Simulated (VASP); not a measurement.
# CsH (Pm-3m) in VASP: elastic constants with LDA

Aim: the elastic constants of CsH with LDA.

Program: VASP 6.6.1. These are calculated values, not measurements. Logs are shortened: lines on timing, memory, paths and dates and some standing lists are left out, and cuts for length are marked.

## (1) The cell of the first run

It takes space group Pm-3m (No. 221, cubic). The conventional cell has a = 3.639 Å, b = 3.639 Å, c = 3.639 Å, α = 90.00°, β = 90.00°, γ = 90.00°. Cs (site symmetry m-3m) has 8 H at 3.15 Å and 6 Cs at 3.64 Å within 4.1 Å. H (site symmetry m-3m) has 8 Cs at 3.15 Å and 6 H at 3.64 Å within 4.1 Å.

## (2) Elastic constants, LDA

INCAR

```
SYSTEM = CsH
ALGO = Normal
EDIFF = 1E-8
ENCUT = 600
IBRION = 6
ISIF = 3
ISMEAR = 0
LASPH = .TRUE.
LCHARG = .FALSE.
LREAL = .FALSE.
LWAVE = .FALSE.
NBANDS = 12
NELM = 60
NFREE = 2
NSW = 1
POTIM = 0.015
PREC = Accurate
SIGMA = 0.01
```

KPOINTS

```
k-points
0
G
  8 8 8
  0 0 0
```

POSCAR

```
CsH
1.0
    3.6385986753      0.0000000000      0.0000000000
    0.0000000000      3.6385986753      0.0000000000
    0.0000000000      0.0000000000      3.6385986753
Cs H
1 1
Direct
    0.0000000000      0.0000000000      0.0000000000
    0.5000000000      0.5000000000      0.5000000000
```

Potentials or basis: VASP PAW LDA potentials, release 64 (Cs_sv, H).

Run with:

```
cat potpaw_LDA.64/Cs_sv/POTCAR potpaw_LDA.64/H/POTCAR > POTCAR
mpirun -np 1 vasp_std > vasp.out
```

OUTCAR:

```text
SYSTEM = CsH
   EDIFF = 1E-8
   ENCUT = 600
   IBRION = 6
   ISIF = 3
   ISMEAR = 0
   LASPH = .TRUE.
   LREAL = .FALSE.
   NELM = 60
   NFREE = 2
   NSW = 1
   POTIM = 0.015
   PREC = Accurate

 ion  position               nearest neighbor table
   1  0.000  0.000  0.000-
   2  0.500  0.500  0.500-

  LATTYP: Found a simple cubic cell.
 ALAT       =     3.6385986753

  Lattice vectors:

 A1 = (   3.6385986753,   0.0000000000,   0.0000000000)
 A2 = (   0.0000000000,   3.6385986753,   0.0000000000)
 A3 = (   0.0000000000,   0.0000000000,   3.6385986753)

Analysis of symmetry for initial positions (statically):
=====================================================================
 Subroutine PRICEL returns:
 Original cell was already a primitive cell.

 Routine SETGRP: Setting up the symmetry group for a
 simple cubic supercell.

 Subroutine GETGRP returns: Found 48 space group operations
 (whereof 48 operations were pure point group operations)
 out of a pool of 48 trial point group operations.

The static configuration has the point symmetry O_h .

Analysis of symmetry for dynamics (positions and initial velocities):
=====================================================================
 Subroutine PRICEL returns:
 Original cell was already a primitive cell.

 Routine SETGRP: Setting up the symmetry group for a
 simple cubic supercell.

 Subroutine GETGRP returns: Found 48 space group operations
 (whereof 48 operations were pure point group operations)
 out of a pool of 48 trial point group operations.

The dynamic configuration has the point symmetry O_h .

 Subroutine INISYM returns: Found 48 space group operations
 (whereof 48 operations are pure point group operations),
 and found     1 'primitive' translations

----------------------------------------------------------------------------------------

                                     Primitive cell

  volume of cell :      48.1729

  direct lattice vectors                    reciprocal lattice vectors
     3.638598675  0.000000000  0.000000000     0.274831079  0.000000000  0.000000000
     0.000000000  3.638598675  0.000000000     0.000000000  0.274831079  0.000000000
     0.000000000  0.000000000  3.638598675     0.000000000  0.000000000  0.274831079

  length of vectors
     3.638598675  3.638598675  3.638598675     0.274831079  0.274831079  0.274831079

  position of ions in fractional coordinates (direct lattice)
     0.000000000  0.000000000  0.000000000
     0.500000000  0.500000000  0.500000000

  ion indices of the primitive-cell ions
   primitive index   ion index
                 1           1
                 2           2

----------------------------------------------------------------------------------------

 KPOINTS: k-points

Automatic generation of k-mesh.
 Grid dimensions read from file:
 generate k-points for:    8    8    8

 Generating k-lattice:

  Cartesian coordinates                     Fractional coordinates (reciprocal lattice)
[... 111 lines left out ...]

------------------------ aborting loop because EDIFF is reached ----------------------------------------

  FORCE on cell =-STRESS in cart. coord.  units (eV):
  Direction    XX          YY          ZZ          XY          YZ          ZX
  --------------------------------------------------------------------------------------
  -------------------------------------------------------------------------------------
  Total        0.0510220      0.0510220      0.0510220      0.0000000      0.0000000      0.0000000
  in kB        1.6969357      1.6969357      1.6969357      0.0000000      0.0000000      0.0000000
  external PRESSURE =       1.6969357 kB  Pullay stress =       0.0000000 kB
[... 89 lines left out ...]
  FREE ENERGIE OF THE ION-ELECTRON SYSTEM (eV)
  ---------------------------------------------------
  free  energy   TOTEN  =        -4.9492906654 eV

  energy  without entropy=       -4.9492906654  energy(sigma->0) =       -4.94929067

[... ionic steps 4 to 14 ...]

--------------------------------------- Ionic step       15  -------------------------------------------

 number of electron      10.0000001 magnetization

------------------------ aborting loop because EDIFF is reached ----------------------------------------
[... 67 lines left out ...]
--------------------------------------- Ionic step       17  -------------------------------------------

 number of electron      10.0000001 magnetization

 Free energy of the ion-electron system (eV)
  ---------------------------------------------------
  ext. energy  EPLUGINS =         0.00000000
  ---------------------------------------------------
  free energy    TOTEN  =        -4.95186761 eV

  energy without entropy =       -4.95186761  energy(sigma->0) =       -4.95186761

 E-fermi :   1.3853     XC(G=0):  -8.7494

 val. band max:        1.2453979240   @ k =   0.5000   0.5000   0.5000
 cond. band min:       3.5992111488   @ k =   0.5000   0.5000   0.5000
 fundamental gap:      2.3538132248
 Fermi energy:         1.3853375041

 k-point     1 :       0.0000    0.0000    0.0000
  band No.  band energies     occupation
      1     -20.5602      2.00000
      2      -6.2948      2.00000
      3      -6.2947      2.00000
      4      -6.2947      2.00000
      5      -0.9488      2.00000
      6       4.3179      0.00000
      7       4.3180      0.00000
      8       9.4771      0.00000
      9      11.5024      0.00000
     10      11.5024      0.00000
     11      11.5025      0.00000
     12      12.3335      0.00000
[... 331 lines left out ...]
 k-point    24 :       0.5000    0.3750    0.1250
  band No.  band energies     occupation
      1     -20.0638      2.00000
      2      -8.0256      2.00000
      3      -7.7139      2.00000
      4      -6.1994      2.00000
      5      -0.0220      2.00000
      6       6.0237      0.00000
      7       6.0908      0.00000
      8       7.1655      0.00000
      9       8.0335      0.00000
     10      10.1025      0.00000
     11      10.5972      0.00000
     12      13.3006      0.00000

 [... further k-points ...]

------------------------ aborting loop because EDIFF is reached ----------------------------------------

  FORCE on cell =-STRESS in cart. coord.  units (eV):
  Direction    XX          YY          ZZ          XY          YZ          ZX
  --------------------------------------------------------------------------------------
  -------------------------------------------------------------------------------------
  Total        0.0513721      0.0514057      0.0514057      0.0000000      0.0000000      0.0000000
  in kB        1.7085806      1.7096991      1.7096991      0.0000000      0.0000000      0.0000000
  external PRESSURE =       1.7093263 kB  Pullay stress =       0.0000000 kB
[... 17 lines left out ...]
  FREE ENERGIE OF THE ION-ELECTRON SYSTEM (eV)
  ---------------------------------------------------
  free  energy   TOTEN  =        -4.9518676078 eV

  energy  without entropy=       -4.9518676078  energy(sigma->0) =       -4.95186761

 INTERNAL STRAIN TENSORS FROM STRAINED CELLS
 ============================================

 INTERNAL STRAIN TENSOR FOR ION    1 for displacements in x,y,z  (eV/Angst):
          X           Y           Z          XY          YZ          ZX
  --------------------------------------------------------------------------------
  x     0.00000     0.00000     0.00000     0.00000     0.00000     0.00000
  y     0.00000     0.00000     0.00000     0.00000     0.00000     0.00000
  z     0.00000     0.00000     0.00000     0.00000     0.00000     0.00000

 INTERNAL STRAIN TENSORS FROM DISPLACED ATOMS
 ============================================

 INTERNAL STRAIN TENSOR FOR ION    1 for displacements in x,y,z  (eV/Angst):
          X           Y           Z          XY          YZ          ZX
  --------------------------------------------------------------------------------
  x     0.00000     0.00000     0.00000     0.00000     0.00000     0.00000
  y     0.00000     0.00000     0.00000     0.00000     0.00000     0.00000
  z     0.00000     0.00000     0.00000     0.00000     0.00000     0.00000

 INTERNAL STRAIN TENSOR FOR ION    2 for displacements in x,y,z  (eV/Angst):
          X           Y           Z          XY          YZ          ZX
  --------------------------------------------------------------------------------
  x     0.00000     0.00000     0.00000     0.00000     0.00000     0.00000
  y     0.00000     0.00000     0.00000     0.00000     0.00000     0.00000
  z     0.00000     0.00000     0.00000     0.00000     0.00000     0.00000

 Eigenvectors and eigenvalues of the dynamical matrix
 ----------------------------------------------------

   1 f  =   12.633452 THz    79.378322 2PiTHz  421.406609 cm-1    52.247737 meV
             X         Y         Z           dx          dy          dz
      0.000000  0.000000  0.000000     0.025020    0.082766   -0.000000
      1.819299  1.819299  1.819299    -0.288280   -0.953634   -0.000000
[... 21 lines left out ...]
   6 f/i=    0.000580 THz     0.003642 2PiTHz    0.019334 cm-1     0.002397 meV
             X         Y         Z           dx          dy          dz
      0.000000  0.000000  0.000000     0.001246   -0.996008    0.022146
      1.819299  1.819299  1.819299     0.000108   -0.086443    0.001922

--------------------------------------------------------------------------------------------------------

 ELASTIC MODULI CONTR FROM IONIC RELAXATION (kBar)
 Direction    XX          YY          ZZ          XY          YZ          ZX
 --------------------------------------------------------------------------------
 XX           0.0000      0.0000      0.0000      0.0000      0.0000      0.0000
 YY           0.0000      0.0000      0.0000      0.0000      0.0000      0.0000
 ZZ           0.0000      0.0000      0.0000      0.0000      0.0000      0.0000
 XY           0.0000      0.0000      0.0000      0.0000      0.0000      0.0000
 YZ           0.0000      0.0000      0.0000      0.0000      0.0000      0.0000
 ZX           0.0000      0.0000      0.0000      0.0000      0.0000      0.0000
 --------------------------------------------------------------------------------

 TOTAL ELASTIC MODULI (kBar)
 Direction    XX          YY          ZZ          XY          YZ          ZX
 --------------------------------------------------------------------------------
 XX         534.6338     28.5428     28.5428     -0.0000      0.0000     -0.0000
 YY          28.5428    534.6338     28.5428     -0.0000      0.0000      0.0000
 ZZ          28.5428     28.5428    534.6338      0.0000     -0.0000     -0.0000
 XY          -0.0000     -0.0000      0.0000    105.3647      0.0000      0.0000
 YZ           0.0000      0.0000     -0.0000      0.0000    105.3647      0.0000
 ZX          -0.0000      0.0000     -0.0000      0.0000      0.0000    105.3647
 --------------------------------------------------------------------------------
```

It took 11 min on 1 thread of Intel Xeon Platinum 8259CL at 2.50GHz (Skylake/Cascade Lake), shared host; peak memory 0.33 GiB.

Results:

```
Elastic constants C11, C12, C44 : 53, 3, 11 GPa
Voigt bulk modulus              : 20 GPa
Highest phonon frequency at Γ   : 421 cm⁻¹
```

Phonon frequencies in cm⁻¹ (negative: imaginary):
```
              q point        frequencies
(0.000, 0.000, 0.000)  0 0 0 421 421 421
```

Elastic tensor in Voigt notation (GPa, in the Cartesian axes of the cell as first typed):
```
53  3  3  0  0  0
 3 53  3  0  0  0
 3  3 53  0  0  0
 0  0  0 11  0  0
 0  0  0  0 11  0
 0  0  0  0  0 11
```

Clamped-ion elastic tensor (GPa):
```
53  3  3  0  0  0
 3 53  3  0  0  0
 3  3 53  0  0  0
 0  0  0 11  0  0
 0  0  0  0 11  0
 0  0  0  0  0 11
```

Caveat: spin-orbit coupling is left out, which moves the levels of the heavy elements.
